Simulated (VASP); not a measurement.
# Re (Fm-3m) in VASP: a series of runs

Re is run at these levels: LDA, B3LYP+D4; tasks: single point.

Everything below comes from runs of VASP 6.6.1. Logs are shortened: lines on timing, memory, paths and dates and some standing lists are left out, and cuts for length are marked.

### 1 The cell of the first run

Symmetry: Fm-3m, No. 225, cubic system. Conventional cell: a = 3.861 Å, b = 3.861 Å, c = 3.861 Å, α = 90.00°, β = 90.00°, γ = 90.00°. Within 3.6 Å of Re (site symmetry m-3m) lie 12 Re at 2.73 Å.

This isn't the form of Re at room conditions, which is hcp.

### 2 Single point, LDA

INCAR reads:

```
PREC = Accurate
ENCUT = 560
EDIFF = 1E-6
ISMEAR = -1
SIGMA = 0.05
LREAL = False
LASPH = True
NELM = 120
ALGO = Normal
ISIF = 2
LWAVE = False
LCHARG = True
GGA = CA
LELF = True
LVHAR = True
NBANDS = 14
GGA_COMPAT = False
```

KPOINTS reads:

```
Automatic mesh
0
Gamma
  12 12 12
```

POSCAR reads:

```
Re
1.0
    0.0000000000      1.9305686725      1.9305686725
    1.9305686725      0.0000000000      1.9305686725
    1.9305686725      1.9305686725      0.0000000000
Re
1
Direct
    0.0000000000      0.0000000000      0.0000000000
```

Potentials or basis: VASP PAW LDA potentials, release 64 (Re_sv_GW).

Command:

```
$ cat potpaw_LDA.64/Re_sv_GW/POTCAR > POTCAR
$ mpirun -np 1 vasp_std > vasp.out
```

OUTCAR:

```text
PREC = Accurate
   ENCUT = 560
   EDIFF = 1E-6
   ISMEAR = -1
   LREAL = False
   LASPH = True
   NELM = 120
   ISIF = 2
   GGA = CA

 ion  position               nearest neighbor table
   1  0.000  0.000  0.000-

  LATTYP: Found a face centered cubic cell.
 ALAT       =     3.8611373450

  Lattice vectors:

 A1 = (   0.0000000000,   1.9305686725,   1.9305686725)
 A2 = (   1.9305686725,   0.0000000000,   1.9305686725)
 A3 = (   1.9305686725,   1.9305686725,   0.0000000000)

Analysis of symmetry for initial positions (statically):
=====================================================================
 Subroutine PRICEL returns:
 Original cell was already a primitive cell.

 Routine SETGRP: Setting up the symmetry group for a
 face centered cubic supercell.

 Subroutine GETGRP returns: Found 48 space group operations
 (whereof 48 operations were pure point group operations)
 out of a pool of 48 trial point group operations.

The static configuration has the point symmetry O_h .

Analysis of symmetry for dynamics (positions and initial velocities):
=====================================================================
 Subroutine PRICEL returns:
 Original cell was already a primitive cell.

 Routine SETGRP: Setting up the symmetry group for a
 face centered cubic supercell.

 Subroutine GETGRP returns: Found 48 space group operations
 (whereof 48 operations were pure point group operations)
 out of a pool of 48 trial point group operations.

The dynamic configuration has the point symmetry O_h .

 Subroutine INISYM returns: Found 48 space group operations
 (whereof 48 operations are pure point group operations),
 and found     1 'primitive' translations

----------------------------------------------------------------------------------------

                                     Primitive cell

  volume of cell :      14.3908

  direct lattice vectors                    reciprocal lattice vectors
     0.000000000  1.930568672  1.930568672    -0.258991046  0.258991046  0.258991046
     1.930568672  0.000000000  1.930568672     0.258991046 -0.258991046  0.258991046
     1.930568672  1.930568672  0.000000000     0.258991046  0.258991046 -0.258991046

  length of vectors
     2.730236400  2.730236400  2.730236400     0.448585650  0.448585650  0.448585650

  position of ions in fractional coordinates (direct lattice)
     0.000000000  0.000000000  0.000000000

  ion indices of the primitive-cell ions
   primitive index   ion index
[... 81 lines left out ...]
   POTIM  = 0.5000    time-step for ionic-motion
   TEBEG  =    0.0;   TEEND  =   0.0 temperature during run
   PSTRESS=    0.0 pullay stress
   NELECT =      15.0000    total number of electrons
   NUPDOWN=      -1.0000    fix difference up-down
   EMIN   =  10.00;   EMAX   =-10.00  energy-range for DOS
   EFERMI =   0.00;   METHOD = LEGACY
   ISMEAR =    -1;   SIGMA  =   0.05  broadening in eV -4-tet -1-fermi 0-gaus
   EFERMI_NEDOS =   21; number of points for ismear=-14 and -15
   IALGO  =     38    algorithm
   IMIX   =      4    mixing-type and parameters
     AMIX     =   0.40;   BMIX     =  1.00
     AMIX_MAG =   1.60;   BMIX_MAG =  1.00
  volume/ion in A,a.u.               =      14.39        97.11
  Fermi-wavevector in a.u.,A,eV,Ry     =   1.659880  3.136718 37.486789  2.755201
  Thomas-Fermi vector in A             =   2.747212
   LORBIT       =      0    0 simple, 1 ext, 2 COOP (PROOUT), +10 PAW based schemes
   GGA     = CA    functional components
   LHFCALC =     F    Hartree Fock is set to
   AEXX    =    0.0000 exact exchange contribution
   IVDW    =     0    specifies the selected vdW correction
   LEPSILON=     F    determine dielectric tensor
   LRPA    =     F    only Hartree local field effects (RPA)
 non-spin polarized calculation
  energy-cutoff  :      560.00
  volume of cell :       14.39
 maximum number of plane-waves:       448
 NGX is ok and might be reduce to    24
   NGX = 11   NGY = 11   NGZ = 11

 number of electron      14.9999999 magnetization

 Free energy of the ion-electron system (eV)
  ---------------------------------------------------
  ext. energy  EPLUGINS =         0.00000000
  ---------------------------------------------------
  free energy    TOTEN  =       -15.31222902 eV

  energy without entropy =      -15.30757764  energy(sigma->0) =      -15.30990333

 E-fermi :  13.4217     XC(G=0): -14.5554

 val. band max:       13.3994797597   @ k =  -0.1667   0.2500   0.0833
 cond. band min:      13.4526199616   @ k =   0.2500   0.1667   0.0833
 fundamental gap:      0.0531402019
 Fermi energy:        13.4216708757

 k-point     1 :       0.0000    0.0000    0.0000
  band No.  band energies     occupation
      1     -66.2816      2.00000
      2     -27.6968      2.00000
      3     -27.6968      2.00000
      4     -27.6968      2.00000
      5       3.2453      2.00000
      6      11.4447      2.00000
      7      11.4447      2.00000
      8      11.4447      2.00000
      9      14.7301      0.00000
     10      14.7301      0.00000
     11      26.5489      0.00000
     12      32.1919      0.00000
     13      32.1919      0.00000
     14      32.1919      0.00000
[... 377 lines left out ...]
      1     -66.1366      2.00000
      2     -28.9078      2.00000
      3     -28.1244      2.00000
      4     -27.9266      2.00000
      5       7.4976      2.00000
      6      10.1461      2.00000
      7      12.1276      2.00000
      8      12.1789      2.00000
      9      16.7705      0.00000
     10      19.7675      0.00000
     11      23.3294      0.00000
     12      28.6344      0.00000
     13      31.8317      0.00000
     14      33.5293      0.00000

 [... further k-points ...]

------------------------ aborting loop because EDIFF is reached ----------------------------------------

  FORCE on cell =-STRESS in cart. coord.  units (eV):
  Direction    XX          YY          ZZ          XY          YZ          ZX
  --------------------------------------------------------------------------------------
  -------------------------------------------------------------------------------------
  Total        0.0037997      0.0037997      0.0037997      0.0000000      0.0000000      0.0000000
  in kB        0.4230316      0.4230316      0.4230316      0.0000000      0.0000000      0.0000000
  external PRESSURE =       0.4230316 kB  Pullay stress =       0.0000000 kB

 VOLUME and BASIS-vectors are now :
 -----------------------------------------------------------------------------
  energy-cutoff  :      560.00
  volume of cell :       14.39
      direct lattice vectors                 reciprocal lattice vectors
     0.000000000  1.930568672  1.930568672    -0.258991046  0.258991046  0.258991046
     1.930568672  0.000000000  1.930568672     0.258991046 -0.258991046  0.258991046
     1.930568672  1.930568672  0.000000000     0.258991046  0.258991046 -0.258991046

 POSITION                                       TOTAL-FORCE (eV/Angst)
 -----------------------------------------------------------------------------------
      0.00000      0.00000      0.00000         0.000000      0.000000      0.000000
 -----------------------------------------------------------------------------------
    total drift:                                0.000000      0.000000     -0.000000

  FREE ENERGIE OF THE ION-ELECTRON SYSTEM (eV)
  ---------------------------------------------------
  free  energy   TOTEN  =       -15.3122290181 eV

  energy  without entropy=      -15.3075776401  energy(sigma->0) =      -15.30990333
```

OSZICAR:

```text
N       E                     dE             d eps       ncg     rms          rms(c)
DAV:   1     0.840845779527E+02    0.84085E+02   -0.10008E+04  2048   0.116E+03
DAV:   2    -0.147164092890E+02   -0.98801E+02   -0.93202E+02  2628   0.316E+02
DAV:   3    -0.164267565635E+02   -0.17103E+01   -0.17045E+01  2244   0.375E+01
DAV:   4    -0.164300519445E+02   -0.32954E-02   -0.32953E-02  2352   0.217E+00
DAV:   5    -0.164300649665E+02   -0.13022E-04   -0.13023E-04  2274   0.114E-01    0.109E+02
DAV:   6    -0.154811903855E+02    0.94887E+00   -0.88363E-01  2112   0.915E+00    0.666E+01
DAV:   7    -0.153568257582E+02    0.12436E+00   -0.71465E-01  2202   0.785E+00    0.106E+01
DAV:   8    -0.153123368167E+02    0.44489E-01   -0.11820E-01  2040   0.349E+00    0.289E+00
DAV:   9    -0.153122666002E+02    0.70216E-04   -0.26134E-03  2256   0.553E-01    0.225E+00
DAV:  10    -0.153122302668E+02    0.36333E-04   -0.83493E-05  2202   0.932E-02    0.609E-01
DAV:  11    -0.153122289849E+02    0.12820E-05   -0.55030E-06  2226   0.252E-02    0.137E-01
DAV:  12    -0.153122290181E+02   -0.33240E-07   -0.30778E-07  1038   0.604E-03
   1 F= -.15312229E+02 E0= -.15309903E+02  d E =-.465138E-02
```

Wall time 11 s (1 thread of Intel Xeon Platinum 8259CL at 2.50GHz (Skylake/Cascade Lake), shared host); peak memory 0.14 GiB.

Results:

```
Free energy            : -15.3122 eV
Pressure               : 0.0 GPa
Band gap on the k mesh : zero (an odd number of electrons rules out a gap without spin polarisation)
```

Levels at points of the mesh, in eV from the Fermi level:
```csv
k point,band 4,band 5,band 6,band 7,band 8,band 9,band 10,band 11,band 12,band 13
"(0.00, 0.00, 0.00)",-41.12,-10.18,-1.98,-1.98,-1.98,1.31,1.31,13.13,18.77,18.77
"(0.50, 0.00, 0.00)",-41.30,-7.00,-2.20,-2.20,0.42,3.97,3.97,10.34,12.79,19.52
"(0.50, 0.50, 0.00)",-41.60,-7.00,-6.13,3.04,3.92,4.76,4.76,12.27,12.27,13.49
```

Caveat: spin-orbit coupling is left out, which moves the levels of the heavy elements.

### 3 Single point, B3LYP+D4

This run uses another cell than the first one, of 13.90 Å³/atom.

POSCAR reads:

```
Re
1.0
    0.0000000000      1.9085350004      1.9085350004
    1.9085350004      0.0000000000      1.9085350004
    1.9085350004      1.9085350004      0.0000000000
Re
1
Direct
    0.0000000000      0.0000000000      0.0000000000
```

INCAR.step1 reads:

```
  ALGO = Normal
  EDIFF = 1E-5
  ENCUT = 410
  GGA = PE
  GGA_COMPAT = False
  ISIF = 2
  ISMEAR = 1
  LASPH = True
  LCHARG = False
  LREAL = False
  LWAVE = True
  NBANDS = 14
  NELM = 120
  PREC = Accurate
  SIGMA = 0.01
```

INCAR.step2 reads:

```
  AEXX = 0.2
  AGGAC = 0.81
  AGGAX = 0.72
  ALDAC = 0.19
  ALGO = Normal
  EDIFF = 1E-6
  ENCUT = 410
  GGA = B3
  GGA_COMPAT = False
  ISIF = 2
  ISMEAR = 1
  ISTART = 1
  IVDW = 13
  LASPH = True
  LCHARG = False
  LHFCALC = True
  LREAL = False
  LWAVE = False
  NBANDS = 14
  NELM = 120
  PREC = Accurate
  PRECFOCK = Normal
  SIGMA = 0.01
```

KPOINTS reads:

```
k-points
0
Gamma
  8 8 8
```

Potentials or basis: VASP PAW PBE potentials, release 64 (Re_sv_GW).

Command:

```
$ cat potpaw_PBE.64/Re_sv_GW/POTCAR > POTCAR
$ cp INCAR.step1 INCAR
$ mpirun -np 1 vasp_std > vasp.out
$ cp INCAR.step2 INCAR
$ mpirun -np 1 vasp_std > vasp.out
```

OUTCAR:

```text
AEXX = 0.2
   EDIFF = 1E-6
   ENCUT = 410
   GGA = B3
   ISIF = 2
   ISMEAR = 1
   ISTART = 1
   IVDW = 13
   LASPH = True
   LHFCALC = True
   LREAL = False
   NELM = 120
   PREC = Accurate
   PRECFOCK = Normal

 ion  position               nearest neighbor table
   1  0.000  0.000  0.000-

  LATTYP: Found a face centered cubic cell.
 ALAT       =     3.8170700008

  Lattice vectors:

 A1 = (   0.0000000000,   1.9085350004,   1.9085350004)
 A2 = (   1.9085350004,   0.0000000000,   1.9085350004)
 A3 = (   1.9085350004,   1.9085350004,   0.0000000000)

Analysis of symmetry for initial positions (statically):
=====================================================================
 Subroutine PRICEL returns:
 Original cell was already a primitive cell.

 Routine SETGRP: Setting up the symmetry group for a
 face centered cubic supercell.

 Subroutine GETGRP returns: Found 48 space group operations
 (whereof 48 operations were pure point group operations)
 out of a pool of 48 trial point group operations.

The static configuration has the point symmetry O_h .
[... 177 lines left out ...]
      1     -69.0491      2.00000
      2     -29.1352      2.00000
      3     -29.1352      2.00000
      4     -29.1352      2.00000
      5       2.8245      2.00000
      6      11.7272      2.00000
      7      11.7272      2.00000
      8      11.7272      2.00000
      9      16.5320      0.00000
     10      16.5320      0.00000
     11      28.6206      0.00000
     12      34.7993      0.00000
     13      34.7993      0.00000
     14      34.7993      0.00000
[... 377 lines left out ...]
      1     -68.8413      2.00000
      2     -30.5846      2.00000
      3     -29.8067      2.00000
      4     -29.4994      2.00000
      5       8.0171      2.00000
      6       9.6363      2.00000
      7      11.9355      2.00000
      8      13.5676      2.00000
      9      18.8316      0.00000
     10      23.4262      0.00000
     11      25.2117      0.00000
     12      32.2364      0.00000
     13      34.2157      0.00000
     14      36.3000      0.00000

 [... further k-points ...]

------------------------ aborting loop because EDIFF is reached ----------------------------------------

  DFT-D4 for vdW energy calculation

  Edisp (eV):   -1.26149

  FORCE on cell =-STRESS in cart. coord.  units (eV):
  Direction    XX          YY          ZZ          XY          YZ          ZX
  --------------------------------------------------------------------------------------
  -------------------------------------------------------------------------------------
  Total       1.59968     1.59968     1.59968     0.00000     0.00000     0.00000
  in kB     184.33742   184.33742   184.33742     0.00000     0.00000     0.00000
  external pressure =      184.34 kB  Pullay stress =        0.00 kB

 VOLUME and BASIS-vectors are now :
 -----------------------------------------------------------------------------
  energy-cutoff  :      410.00
  volume of cell :       13.90
      direct lattice vectors                 reciprocal lattice vectors
     0.000000000  1.908535000  1.908535000    -0.261981048  0.261981048  0.261981048
     1.908535000  0.000000000  1.908535000     0.261981048 -0.261981048  0.261981048
     1.908535000  1.908535000  0.000000000     0.261981048  0.261981048 -0.261981048

 POSITION                                       TOTAL-FORCE (eV/Angst)
 -----------------------------------------------------------------------------------
      0.00000      0.00000      0.00000        -0.000000      0.000000      0.000000
 -----------------------------------------------------------------------------------
    total drift:                               -0.000000     -0.000000     -0.000000

  FREE ENERGIE OF THE ION-ELECTRON SYSTEM (eV)
  ---------------------------------------------------
  free  energy   TOTEN  =       -15.4265160982 eV

  energy  without entropy=      -15.4264193917  energy(sigma->0) =      -15.42648386
```

OUTCAR.step1:

```text
EDIFF = 1E-5
   ENCUT = 410
   GGA = PE
   ISIF = 2
   ISMEAR = 1
[... 625 lines left out ...]

 POSITION                                       TOTAL-FORCE (eV/Angst)
 -----------------------------------------------------------------------------------
      0.00000      0.00000      0.00000         0.000000      0.000000     -0.000000
 -----------------------------------------------------------------------------------
    total drift:                                0.000000     -0.000000      0.000000

  FREE ENERGIE OF THE ION-ELECTRON SYSTEM (eV)
  ---------------------------------------------------
  free  energy   TOTEN  =       -13.8524425792 eV

  energy  without entropy=      -13.8522994867  energy(sigma->0) =      -13.85239488
```

Run time: 12 min. Hardware: 1 thread of Intel Xeon 6975P-C (Granite Rapids), shared host; peak memory 0.13 GiB.

Results:

| Item | Value |
| --- | --- |
| Free energy | -15.4265 eV |
| Pressure | 18.4 GPa |
| Band gap on the k mesh | zero (an odd number of electrons rules out a gap without spin polarisation) |
| Dispersion energy per atom | -1.261 eV |

Caveat: the cell stands under pressure; the dispersion term is far too large for a dense solid, which distorts pressure and volume; the PAW data sets were made with another functional, which shifts forces and pressure a little; spin-orbit coupling is left out, which moves the levels of the heavy elements.

The gap in the log of VASP goes by the Fermi energy; the results here count the filled bands.